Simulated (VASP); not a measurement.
# SnSe2 (P-3m1) in VASP: a series of runs

Runs on SnSe2. Level: PBE. Tasks: single point.

Program: VASP 6.6.1. These are calculated values, not measurements. Logs are shortened: lines on timing, memory, paths and dates and some standing lists are left out, and cuts for length are marked.

**1. The cell of the first run**

It takes space group P-3m1 (No. 164, trigonal). Conventional cell: a = 3.811 Å, b = 3.811 Å, c = 5.952 Å, α = 90.00°, β = 90.00°, γ = 120.00°. Within 3.6 Å of Sn (site symmetry -3m) lie 6 Se at 2.72 Å. Within 3.6 Å of Se (site symmetry 3m) lie 3 Sn at 2.72 Å and 3 Se at 3.53 Å.

**2. Single point, PBE (z stretched by -3 %, then relaxed in part)**

Input file INCAR:

```
  ALGO = Normal
  EDIFF = 1E-6
  ENCUT = 520
  GGA = PE
  ISIF = 2
  ISMEAR = -1
  LASPH = True
  LCHARG = False
  LREAL = False
  LWAVE = False
  NBANDS = 20
  NELM = 100
  PREC = Accurate
  SIGMA = 0.02
```

Input file KPOINTS:

```
k-points
0
Gamma
  13 13 7
```

Input file POSCAR:

```
SnSe2
1.0
    3.8110000000      0.0000000000      0.0000000000
   -1.9055000000      3.3004228138      0.0000000000
    0.0000000000      0.0000000000      5.9519200000
Sn Se
1 2
Direct
    0.0000000000      0.0000000000      0.0000000000
    0.3333333333      0.6666666667      0.2686417859
    0.6666666667      0.3333333333      0.7313582141
```

Potentials or basis: VASP PAW PBE potentials, release 64 (Sn_d, Se).

The run is started by

```
$ cat potpaw_PBE.64/Sn_d/POTCAR potpaw_PBE.64/Se/POTCAR > POTCAR
$ mpirun -np 1 vasp_std > vasp.out
```

OUTCAR:

```text
EDIFF = 1E-6
   ENCUT = 520
   GGA = PE
   ISIF = 2
   ISMEAR = -1
   LASPH = True
   LREAL = False
   NELM = 100
   PREC = Accurate

 ion  position               nearest neighbor table
   1  0.000  0.000  0.000-   2 2.72   3 2.72   2 2.72   3 2.72   3 2.72   2 2.72
   2  0.333  0.667  0.269-   1 2.72   1 2.72   1 2.72
   3  0.667  0.333  0.731-   1 2.72   1 2.72   1 2.72

  LATTYP: Found a hexagonal cell.
 ALAT       =     3.8110000000
 C/A-ratio  =     1.5617738126

  Lattice vectors:

 A1 = (   3.8110000000,   0.0000000000,   0.0000000000)
 A2 = (  -1.9055000000,   3.3004228138,   0.0000000000)
 A3 = (   0.0000000000,   0.0000000000,   5.9519200000)

Analysis of symmetry for initial positions (statically):
=====================================================================
 Subroutine PRICEL returns:
 Original cell was already a primitive cell.

 Routine SETGRP: Setting up the symmetry group for a
 hexagonal supercell.

 Subroutine GETGRP returns: Found 12 space group operations
 (whereof 12 operations were pure point group operations)
 out of a pool of 24 trial point group operations.

The static configuration has the point symmetry D_3d.

Analysis of symmetry for dynamics (positions and initial velocities):
=====================================================================
 Subroutine PRICEL returns:
 Original cell was already a primitive cell.

 Routine SETGRP: Setting up the symmetry group for a
 hexagonal supercell.

 Subroutine GETGRP returns: Found 12 space group operations
 (whereof 12 operations were pure point group operations)
 out of a pool of 24 trial point group operations.

The dynamic configuration has the point symmetry D_3d.

 Subroutine INISYM returns: Found 12 space group operations
 (whereof 12 operations are pure point group operations),
 and found     1 'primitive' translations

----------------------------------------------------------------------------------------

                                     Primitive cell

  volume of cell :      74.8627

  direct lattice vectors                    reciprocal lattice vectors
     3.811000000  0.000000000  0.000000000     0.262398321  0.151495741  0.000000000
    -1.905500000  3.300422814  0.000000000     0.000000000  0.302991482  0.000000000
     0.000000000  0.000000000  5.951920000     0.000000000  0.000000000  0.168013011

  length of vectors
     3.811000000  3.811000000  5.951920000     0.302991482  0.302991482  0.168013011

  position of ions in fractional coordinates (direct lattice)
     0.000000000  0.000000000  0.000000000
     0.333333333  0.666666667  0.268641786
     0.666666667  0.333333333  0.731358214

  ion indices of the primitive-cell ions
   primitive index   ion index
                 1           1
                 2           2
                 3           3

----------------------------------------------------------------------------------------

 KPOINTS: k-points

Automatic generation of k-mesh.
 Grid dimensions read from file:
 generate k-points for:   13   13    7

 Generating k-lattice:

  Cartesian coordinates                     Fractional coordinates (reciprocal lattice)
     0.020184486  0.011653519  0.000000000     0.076923077 -0.000000000  0.000000000
     0.000000000  0.023307037  0.000000000     0.000000000  0.076923077  0.000000000
     0.000000000  0.000000000  0.024001859     0.000000000  0.000000000  0.142857143

  Length of vectors
     0.023307037  0.023307037  0.024001859

  Shift w.r.t. Gamma in fractional coordinates (k-lattice)
     0.000000000  0.000000000  0.000000000

 Subroutine IBZKPT returns following result:
 ===========================================

 Found    126 irreducible k-points:

 Following reciprocal coordinates:
            Coordinates               Weight
  0.000000  0.000000  0.000000      1.000000
  0.076923  0.000000  0.000000      6.000000
  0.153846 -0.000000  0.000000      6.000000
  0.230769 -0.000000  0.000000      6.000000
  0.307692 -0.000000  0.000000      6.000000
  0.384615 -0.000000  0.000000      6.000000
[... 16 lines left out ...]
  0.076923  0.000000  0.142857      6.000000
  0.000000  0.076923  0.142857      6.000000
 [... further k-points ...]
   k-points           NKPTS =    126   k-points in BZ     NKDIM =    126   number of bands    NBANDS=     20
   number of dos      NEDOS =    301   number of ions     NIONS =      3
   total plane-waves  NPLWV =  37632
   dimension x,y,z NGX =    28 NGY =   28 NGZ =   48
   dimension x,y,z NGXF=    56 NGYF=   56 NGZF=   96
   ions per type =               1   2
   NGX,Y,Z   is equivalent  to a cutoff of  12.21, 12.21, 13.41 a.u.
   NGXF,Y,Z  is equivalent  to a cutoff of  24.43, 24.43, 26.81 a.u.
 SYSTEM =  unknown system
   PREC   = accura    normal or accurate (medium, high low for compatibility)
   ISTART =      0    job   : 0-new  1-cont  2-samecut
   ICHARG =      2    charge: 1-file 2-atom 10-const
   ISPIN  =      1    spin polarized calculation?
   LNONCOLLINEAR =      F non collinear calculations
   LSORBIT =      F    spin-orbit coupling
   LASPH  =      T    aspherical Exc in radial PAW
   ENCUT  =  520.0 eV  38.22 Ry    6.18 a.u.   7.09  7.09 11.07*2*pi/ulx,y,z
   NELM   =    100;   NELMIN=  2; NELMDL= -5     # of ELM steps
   EDIFF  = 0.1E-05   stopping-criterion for ELM
   LREAL  =      F    real-space projection
[... 7 lines left out ...]
   TEBEG  =    0.0;   TEEND  =   0.0 temperature during run
   PSTRESS=    0.0 pullay stress
   NELECT =      26.0000    total number of electrons
   NUPDOWN=      -1.0000    fix difference up-down
   EMIN   =  10.00;   EMAX   =-10.00  energy-range for DOS
   EFERMI =   0.00;   METHOD = LEGACY
   ISMEAR =    -1;   SIGMA  =   0.02  broadening in eV -4-tet -1-fermi 0-gaus
   EFERMI_NEDOS =   21; number of points for ismear=-14 and -15
   IALGO  =     38    algorithm
   IMIX   =      4    mixing-type and parameters
     AMIX     =   0.40;   BMIX     =  1.00
     AMIX_MAG =   1.60;   BMIX_MAG =  1.00
  volume/ion in A,a.u.               =      24.95       168.40
  Fermi-wavevector in a.u.,A,eV,Ry     =   1.150741  2.174584 18.016886  1.324204
  Thomas-Fermi vector in A             =   2.287403
   LORBIT       =      0    0 simple, 1 ext, 2 COOP (PROOUT), +10 PAW based schemes
   GGA     = PE    functional components
   LHFCALC =     F    Hartree Fock is set to
   AEXX    =    0.0000 exact exchange contribution
   IVDW    =     0    specifies the selected vdW correction
   LEPSILON=     F    determine dielectric tensor
   LRPA    =     F    only Hartree local field effects (RPA)
 non-spin polarized calculation
  energy-cutoff  :      520.00
  volume of cell :       74.86
 maximum number of plane-waves:      2039
   NGX = 15   NGY = 15   NGZ = 23

 number of electron      26.0000000 magnetization

 Free energy of the ion-electron system (eV)
  ---------------------------------------------------
  ext. energy  EPLUGINS =         0.00000000
  ---------------------------------------------------
  free energy    TOTEN  =       -11.77220702 eV

  energy without entropy =      -11.77220635  energy(sigma->0) =      -11.77220669

 E-fermi :   4.9331     XC(G=0):  -9.6917

 val. band max:        4.7568100763   @ k =   0.0769   0.0769   0.0000
 cond. band min:       5.1129831170   @ k =   0.0000   0.4615   0.2857
 fundamental gap:      0.3561730407
 Fermi energy:         4.9330529307

 k-point     1 :       0.0000    0.0000    0.0000
  band No.  band energies     occupation
      1     -16.7194      2.00000
      2     -16.7194      2.00000
      3     -16.6818      2.00000
      4     -16.6701      2.00000
      5     -16.6701      2.00000
      6      -9.3698      2.00000
[... 12 lines left out ...]
     19      13.6364      0.00000
     20      13.6364      0.00000

 k-point     2 :       0.0769    0.0000    0.0000
  band No.  band energies     occupation
      1     -16.7217      2.00000
      2     -16.7171      2.00000
      3     -16.6802      2.00000
      4     -16.6718      2.00000
      5     -16.6700      2.00000
      6      -9.3116      2.00000
[... 12 lines left out ...]
     19      12.9127      0.00000
     20      13.6716      0.00000

 k-point     3 :       0.1538   -0.0000    0.0000
  band No.  band energies     occupation
      1     -16.7287      2.00000
      2     -16.7111      2.00000
      3     -16.6778      2.00000
      4     -16.6736      2.00000
      5     -16.6693      2.00000
      6      -9.1402      2.00000
[... 12 lines left out ...]
     19      12.6534      0.00000
     20      13.7309      0.00000

 k-point     4 :       0.2308   -0.0000    0.0000
  band No.  band energies     occupation
      1     -16.7397      2.00000
      2     -16.7040      2.00000
      3     -16.6825      2.00000
      4     -16.6669      2.00000
      5     -16.6668      2.00000
      6      -8.8665      2.00000
[... 12 lines left out ...]
     19      12.6479      0.00000
     20      14.0624      0.00000

 k-point     5 :       0.3077   -0.0000    0.0000
  band No.  band energies     occupation
      1     -16.7521      2.00000
      2     -16.6991      2.00000
      3     -16.6877      2.00000
      4     -16.6615      2.00000
      5     -16.6587      2.00000
      6      -8.5141      2.00000
[... 12 lines left out ...]
     19      13.3130      0.00000
     20      14.7543      0.00000
[... 353 lines left out ...]
      6      -7.4368      2.00000
[... 12 lines left out ...]
     19      12.6828      0.00000
     20      13.8491      0.00000

 k-point    22 :       0.0000    0.0000    0.1429
  band No.  band energies     occupation
      1     -16.7194      2.00000
      2     -16.7194      2.00000
      3     -16.6818      2.00000
      4     -16.6701      2.00000
      5     -16.6701      2.00000
      6      -9.3233      2.00000
[... 12 lines left out ...]
     19      13.4050      0.00000
     20      13.4050      0.00000

 k-point    23 :       0.0769    0.0000    0.1429
  band No.  band energies     occupation
      1     -16.7217      2.00000
      2     -16.7171      2.00000
      3     -16.6802      2.00000
      4     -16.6718      2.00000
      5     -16.6700      2.00000
      6      -9.2654      2.00000
[... 12 lines left out ...]
     19      12.9925      0.00000
     20      13.6959      0.00000

 k-point    24 :       0.0000    0.0769    0.1429
  band No.  band energies     occupation
      1     -16.7217      2.00000
      2     -16.7171      2.00000
      3     -16.6802      2.00000
      4     -16.6718      2.00000
      5     -16.6700      2.00000
      6      -9.2653      2.00000
[... 12 lines left out ...]
     19      12.8990      0.00000
     20      13.3127      0.00000

 [... further k-points ...]

------------------------ aborting loop because EDIFF is reached ----------------------------------------

  FORCE on cell =-STRESS in cart. coord.  units (eV):
  Direction    XX          YY          ZZ          XY          YZ          ZX
  --------------------------------------------------------------------------------------
  -------------------------------------------------------------------------------------
  Total        1.7573294      1.7573294      1.5226760      0.0000000      0.0000000      0.0000000
  in kB       37.6095510     37.6095510     32.5876075      0.0000000      0.0000000      0.0000000
  external PRESSURE =      35.9355699 kB  Pullay stress =       0.0000000 kB

 VOLUME and BASIS-vectors are now :
 -----------------------------------------------------------------------------
  energy-cutoff  :      520.00
  volume of cell :       74.86
      direct lattice vectors                 reciprocal lattice vectors
     3.811000000  0.000000000  0.000000000     0.262398321  0.151495741  0.000000000
    -1.905500000  3.300422814  0.000000000     0.000000000  0.302991482  0.000000000
     0.000000000  0.000000000  5.951920000     0.000000000  0.000000000  0.168013011

 POSITION                                       TOTAL-FORCE (eV/Angst)
 -----------------------------------------------------------------------------------
      0.00000      0.00000      0.00000        -0.000000      0.000000     -0.000000
     -0.00000      2.20028      1.59893        -0.000000     -0.000000      0.010144
      1.90550      1.10014      4.35299         0.000000      0.000000     -0.010144
 -----------------------------------------------------------------------------------
    total drift:                               -0.000000      0.000000      0.000000

  FREE ENERGIE OF THE ION-ELECTRON SYSTEM (eV)
  ---------------------------------------------------
  free  energy   TOTEN  =       -11.7722070228 eV

  energy  without entropy=      -11.7722063536  energy(sigma->0) =      -11.77220669
```

Run time: 3 min. Hardware: 1 thread of Intel Xeon Platinum 8259CL at 2.50GHz (Skylake/Cascade Lake), shared host; peak memory 0.31 GiB.

What came out:

```
Free energy            : -11.7722 eV
Pressure               : 3.6 GPa
Largest force          : 0.010 eV/Å
Band gap on the k mesh : 0.36 eV (least direct gap 0.88 eV)
```

Forces in eV/Å, atoms in the order of the input:
```
Sn   0.000  0.000  0.000
Se   0.000  0.000  0.010
Se   0.000  0.000 -0.010
```

Stress tensor (GPa, compression positive):
```
3.76 0.00 0.00
0.00 3.76 0.00
0.00 0.00 3.26
```

Caveat: the cell differs from its parent crystal (z stretched by -3 %, then relaxed in part); the cell stands under pressure; semilocal functionals underestimate gaps, and a narrow one can read as zero; spin-orbit coupling is left out, which moves the levels of the heavy elements. A k mesh can miss the band edges.

**3. Single point, PBE (25.21 Å³/atom)**

This run uses another cell than the first one, of 25.21 Å³/atom.

Input file INCAR:

```
SYSTEM = SnSe2
ALGO = Normal
EDIFF = 1E-6
ENCUT = 520
GGA = PE
ISIF = 2
ISMEAR = -1
LASPH = .TRUE.
LCHARG = .TRUE.
LELF = .TRUE.
LREAL = .FALSE.
LVHAR = .TRUE.
LWAVE = .FALSE.
NBANDS = 20
NELM = 60
PREC = Accurate
SIGMA = 0.02
```

Input file KPOINTS:

```
k-points
0
G
  13 13 7
  0 0 0
```

Input file POSCAR:

```
SnSe2
1.0
    3.7854220481      0.0000000000      0.0000000000
   -1.8927110240      3.2782716577      0.0000000000
    0.0000000000      0.0000000000      6.0948175511
Sn Se
1 2
Direct
    0.0000000000      0.0000000000      0.0000000000
    0.3333333333      0.6666666667      0.2643841085
    0.6666666667      0.3333333333      0.7356158915
```

Potentials or basis: VASP PAW PBE potentials, release 64 (Sn_d, Se).

The run is started by

```
$ cat potpaw_PBE.64/Sn_d/POTCAR potpaw_PBE.64/Se/POTCAR > POTCAR
$ mpirun -np 1 vasp_std > vasp.out
```

It took 3.2 min on 1 thread of Intel Xeon Platinum 8259CL at 2.50GHz (Skylake/Cascade Lake), shared host; peak memory 0.31 GiB.

It converged, with:

| Item | Value |
| --- | --- |
| Free energy | -11.7792 eV |
| Pressure | 3.6 GPa |
| Largest force | 0.006 eV/Å |
| Band gap on the k mesh | 0.50 eV (least direct gap 1.14 eV) |

Forces on the atoms (eV/Å):
```
Sn   0.000  0.000  0.000
Se   0.000  0.000  0.006
Se   0.000  0.000 -0.006
```

Stress tensor (GPa, compression positive):
```
4.18 0.00 0.00
0.00 4.18 0.00
0.00 0.00 2.56
```

Levels at points of the mesh, in eV from the valence-band top:
```tsv
k point	band 10	band 11	band 12	band 13	band 14	band 15	band 16	band 17
(0.00, 0.00, 0.00)	-0.55	-0.37	-0.37	-0.21	0.95	3.15	4.68	4.68
```

Caveat: the cell stands under pressure; semilocal functionals underestimate gaps, and a narrow one can read as zero; spin-orbit coupling is left out, which moves the levels of the heavy elements; this functional lacks dispersion, which binds layers or chains, so the pressure and a relaxed spacing across them are unreliable.

(Continued in part 2 of 2.)
